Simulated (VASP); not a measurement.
Input of a VASP 6.6.1 run:

The input INCAR:

```
SYSTEM = Hf2S
ALGO = Normal
EDIFF = 1E-6
ENCUT = 520
GGA = PS
ISIF = 2
ISMEAR = 0
LASPH = .TRUE.
LCHARG = .FALSE.
LREAL = .FALSE.
LWAVE = .FALSE.
NBANDS = 35
NELM = 100
PREC = Accurate
SIGMA = 0.01
```

Contents of KPOINTS:

```
k-points
0
G
  6 6 2
  0 0 0
```

Contents of POSCAR:

```
Hf2S
1.0
    3.3742737662      0.0000000000      0.0000000000
   -1.6871368831      2.9222068008      0.0000000000
    0.0000000000      0.0000000000     11.7174070300
Hf S
4 2
Direct
    0.6666666667      0.3333333333      0.8998116400
    0.3333333333      0.6666666667      0.3998116400
    0.6666666667      0.3333333333      0.6001883600
    0.3333333333      0.6666666667      0.1001883600
    0.0000000000      0.0000000000      0.7500000000
    0.0000000000      0.0000000000      0.2500000000
```

Potentials or basis: VASP PAW PBE potentials, release 64 (Hf_pv, S).

Run with:

```console
$ cat potpaw_PBE.64/Hf_pv/POTCAR potpaw_PBE.64/S/POTCAR > POTCAR
$ mpirun -np 1 vasp_std > vasp.out
```

(1) What does it give for the band gap on the k mesh?

(2) Predict the largest force.

(3) What does it give for the pressure?

Results:

(1) zero (band 26 reaches 6.72 eV, above the bottom of band 27 at 5.80 eV).

(2) 0.245 eV/Å.

(3) -3.4 GPa.

Caveat: the PAW data sets were made with another functional, which shifts forces and pressure a little; spin-orbit coupling is left out, which moves the levels of the heavy elements.
